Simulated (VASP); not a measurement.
Wanted: the native input for a VASP 6.6.1 run.

- Task: relaxation of cell and atoms
- Functional: LDA
- Potentials or basis: VASP PAW LDA potentials, release 64 (Sn_d)
- Cutoff: 500 eV
- k mesh: 6 × 6 × 6
- Occupations: fermi-dirac, width 0.1 eV
- Spin: no spin polarisation
- Target pressure: 8 GPa
- Dipole correction: no
- Further INCAR settings: ALGO = Normal; EDIFF = 1e-07; IBRION = 2; EDIFFG = -0.01; NSW = 80; ISIF = 3

The structure of Sn lies in POSCAR:

```
Sn
1.0
    0.0000000000      3.2333450000      3.2333450000
    3.2333450000      0.0000000000      3.2333450000
    3.2333450000      3.2333450000      0.0000000000
Sn
2
Direct
    0.5000000000      0.5000000000      0.5000000000
    0.7500000000      0.7500000000      0.7500000000
```

This isn't the form of Sn at room conditions, which is tetragonal (white tin).

The input as run:

INCAR

```
SYSTEM = Sn
  PREC = Accurate
  ENCUT = 500
  EDIFF = 1E-7
  ISMEAR = -1
  SIGMA = 0.1
  LREAL = .False.
  LASPH = .True.
  NELM = 120
  ALGO = Normal
  ISIF = 3
  LWAVE = .False.
  LCHARG = .False.
  GGA = CA
  IBRION = 2
  NSW = 80
  EDIFFG = -0.01
  PSTRESS = 80.0
  GGA_COMPAT = .False.
  NELMIN = 4
```

KPOINTS

```
regular mesh
0
Gamma
  6 6 6
  0 0 0
```

Potentials or basis: VASP PAW LDA potentials, release 64 (Sn_d).

Launch:

```console
$ cat potpaw_LDA.64/Sn_d/POTCAR > POTCAR
$ mpirun -np 1 vasp_std > vasp.out
```

Results of the run:

```json
{
 "Relaxed volume": "29.83 Å³/atom",
 "Relaxed cell": "a = 4.386 Å, b = 4.386 Å, c = 4.386 Å, α = 60.00°, β = 60.00°, γ = 60.00°",
 "Space group after relaxing (to 0.1 Å)": "Fd-3m (No. 227)",
 "Energy change on relaxing (the run minimises the enthalpy)": "+91.7 meV/atom",
 "Ionic steps": "4",
 "Pressure after relaxing": "8.0 GPa"
}
```

Caveat: the cell is relaxed towards a set pressure, so the run minimises the enthalpy, not the energy.

Run time: 93 s on 1 thread of Intel Xeon 8259CL, with other jobs on the host, peak memory 0.18 GiB.
